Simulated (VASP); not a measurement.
A run of VASP 6.6.1 is set up as follows.

Contents of INCAR:

```
PREC = Accurate
ENCUT = 520
EDIFF = 1E-7
ISMEAR = -1
SIGMA = 0.05
LREAL = False
LASPH = True
NELM = 150
ALGO = Fast
ISIF = 2
LWAVE = False
LCHARG = False
ISPIN = 2
MAGMOM = 1
LORBIT = 11
LMAXMIX = 6
GGA = PE
NBANDS = 22
```

File KPOINTS:

```
Automatic mesh
0
Gamma
  8 8 8
```

Contents of POSCAR:

```
Yb
1.0
    0.0000000000      2.5337646072      2.5337646072
    2.5337646072      0.0000000000      2.5337646072
    2.5337646072      2.5337646072      0.0000000000
Yb
1
Direct
    0.0000000000      0.0000000000      0.0000000000
```

Potentials or basis: VASP PAW PBE potentials, release 64 (Yb).

The run is started by

```console
$ cat potpaw_PBE.64/Yb/POTCAR > POTCAR
$ mpirun -np 1 vasp_std > vasp.out
```

Q: Estimate the pressure.

A: -2.2 GPa.

Q: Estimate the net moment.

A: 0.00 μB per cell.

 The state reached can hang on the start; a lower one may exist.
